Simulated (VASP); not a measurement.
The system is Nb3Sn.

```xyz
8
Lattice="5.2821 0.0000 0.0000 0.0000 5.2821 0.0000 0.0000 0.0000 5.2821" Properties=species:S:1:pos:R:3 pbc="T T T"
Nb    1.3205    0.0000    2.6410
Nb    2.6410    3.9616    0.0000
Nb    3.9616    0.0000    2.6410
Nb    2.6410    1.3205    0.0000
Nb    0.0000    2.6410    3.9616
Nb    0.0000    2.6410    1.3205
Sn    0.0000    0.0000    0.0000
Sn    2.6410    2.6410    2.6410
```

Base run:

```yaml
Program: VASP 6.6.1
Functional: r2SCAN
Potentials_or_basis: VASP PAW PBE potentials, release 64 (Nb_sv, Sn_d)
Cutoff: 520 eV
k_mesh: 6 × 6 × 6
Occupations: fermi-dirac, width 0.05 eV
Spin: no spin polarisation
```

Its results: band gap on the k mesh zero (bands 53 and 54 overlap by 0.60 eV); pressure 2.0 GPa.

The run is repeated on the same cell with these changes: functional from r2SCAN to PBE. What comes out?

Band gap on the k mesh zero (bands 53 and 54 overlap by 0.57 eV); pressure 3.3 GPa.

Caveats: spin-orbit coupling is left out, which moves the levels of the heavy elements; the PAW data sets were made with another functional, which shifts forces and pressure a little (at least some runs); the cell stands under pressure (at least some runs).
